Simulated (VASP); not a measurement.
BC5: single point with r2SCAN+rVV10

BC5:

```xyz
6
Lattice="2.5433 0.0000 0.0000 -1.2717 2.2026 0.0000 0.0000 0.0000 6.3683" Properties=species:S:1:pos:R:3 pbc="T T T"
B     0.0000    1.4684    0.0442
C     0.0000    1.4684    1.6526
C     1.2717    0.7342    2.1577
C     0.0000    0.0000    4.2326
C     1.2717    0.7342    3.7037
C     0.0000    0.0000    5.7284
```

```yaml
Program: VASP 6.6.1
Task: single point
Functional: r2SCAN
Dispersion: rVV10
Potentials_or_basis: VASP PAW PBE potentials, release 64 (B, C)
Cutoff: 520 eV
k_mesh: 9 × 9 × 4
Occupations: methfessel-paxton, width 0.1 eV
Spin: no spin polarisation
Dipole_correction: no
Further_INCAR_settings: ALGO = Normal; EDIFF = 1e-06; NBANDS = 20
```

```json
{
 "Pressure": "0.9 GPa",
 "Largest force": "0.052 eV/Å"
}
```

Forces in eV/Å, atoms in the order of the input:
```
B    0.000  0.000 -0.023
C    0.000  0.000  0.000
C    0.000  0.000 -0.025
C    0.000  0.000 -0.023
C    0.000  0.000  0.019
C    0.000  0.000  0.052
```

Levels at points of the mesh, in eV from the Fermi level:
| k point | band 9 | band 10 | band 11 | band 12 | band 13 | band 14 | band 15 | band 16 |
| --- | --- | --- | --- | --- | --- | --- | --- | --- |
| (0.00, 0.00, 0.00) | -0.35 | 0.99 | 2.79 | 2.79 | 7.25 | 7.25 | 7.42 | 9.46 |
| (0.00, 0.00, 0.50) | -0.12 | -0.12 | 2.40 | 2.40 | 8.17 | 8.17 | 8.73 | 8.91 |

Wall time 2.2 min on 1 thread of Intel(R) Xeon(R) Platinum 8488C (Sapphire Rapids), on a shared host, peak memory 0.24 GiB.

Caveat: the PAW data sets were made with another functional, which shifts forces and pressure a little.
